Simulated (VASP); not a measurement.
CdSe (Cadmoselite), 4 atoms in the cell. It takes space group P6_3mc (No. 186, hexagonal). The conventional cell has a = 4.300 Å, b = 4.300 Å, c = 7.020 Å, α = 90.00°, β = 90.00°, γ = 120.00°. Within 3.4 Å of Cd (site symmetry 3m) lie 4 Se at 2.61 to 2.70 Å. Within 3.4 Å of Se (site symmetry 3m) lie 4 Cd at 2.61 to 2.70 Å. 

* Program: VASP 6.6.1
* Task: relaxation of cell and atoms
* Functional: RPBE
* Potentials or basis: VASP PAW PBE potentials, release 64 (Cd, Se)
* Cutoff: 500 eV
* k mesh: 6 × 6 × 4
* Occupations: gaussian, width 0.01 eV
* Spin: no spin polarisation
* Dipole correction: no
* Further INCAR settings: ALGO = Normal; EDIFF = 1e-07; IBRION = 2; EDIFFG = -0.01; NSW = 50; ISIF = 3

Potentials or basis: VASP PAW PBE potentials, release 64 (Cd, Se).

Launch:

```sh
$ cat potpaw_PBE.64/Cd/POTCAR potpaw_PBE.64/Se/POTCAR > POTCAR
$ mpirun -np 1 vasp_std > vasp.out
```

Hardware: 1 thread of Intel(R) Xeon(R) Platinum 8488C (Sapphire Rapids), on a shared host.

**Question.** Estimate the wall time of this run.

**Answer.** Run time: 2.4 min on 1 thread of Intel(R) Xeon(R) Platinum 8488C (Sapphire Rapids), with other jobs on the host, peak memory 0.25 GiB. Counts: scf iterations 79, k points 21, ion steps 8.
